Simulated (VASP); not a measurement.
LiH:

```
Li H
1.0
     0.00000    2.02283    2.02283
     2.02283    0.00000    2.02283
     2.02283    2.02283    0.00000
Li H
1 1
Direct
  0.00000 0.00000 0.00000
  0.50000 0.50000 0.50000
```

This cell differs from its parent crystal: volume changed by +3%.

Base run:

```yaml
Program: VASP 6.6.1
Functional: r2SCAN
Potentials_or_basis: VASP PAW PBE potentials, release 64 (Li_sv, H)
Cutoff: 520 eV
k_mesh: 10 × 10 × 10
Occupations: gaussian, width 0.01 eV
Spin: no spin polarisation
```

Its results: band gap on the k mesh 3.60 eV, direct.

**Question.** The run is repeated on the same cell with these changes: functional from r2SCAN to PBE. What comes out?

**Answer.** Band gap on the k mesh 3.00 eV, direct.

r2SCAN gives the wider gap, since meta-GGAs in the generalised Kohn-Sham scheme recover part of the derivative discontinuity.

A k mesh can miss the band edges.
